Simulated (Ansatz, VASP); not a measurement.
# Two plane-wave programs on Li2O

```
Li O
1.0
     0.01145    2.29566    2.29566
     2.29566    0.01145    2.29566
     2.29566    2.29566    0.01145
Li O
2 1
Direct
  0.25000 0.25000 0.25000
  0.75000 0.75000 0.75000
  0.00000 0.00000 0.00000
```

Change from the starting cell: equal xy, yz and zx engineering shears of +0.5 %, PAW files.

Alike in both runs: functional PBEsol; k mesh 8 × 8 × 8; no spin polarisation.

Ansatz relaxed the structure, and its values are those at the end. VASP's run is a single point on that final structure, the one shown.

|  | VASP | Ansatz |
| --- | --- | --- |
| version | VASP 6.6.1 | Ansatz 0.2.0 |
| potentials or method | VASP PAW PBE potentials, release 64 (Li_sv, O) | PAW with Ansatz's default frozen-core files, scalar-relativistic |
| plane-wave cutoff (eV) | 750 | 420 |
| occupations | gaussian, width 0.01 eV | fixed |
| valence electrons in the cell | 12 | 12 |

```csv
,VASP,Ansatz,Ansatz less VASP
gap on the k mesh at the Fermi level (eV),4.86,4.87,+0.008
pressure (GPa),0.1,0.0,-0.11
```

VASP's potentials were made for PBE, not for PBEsol.
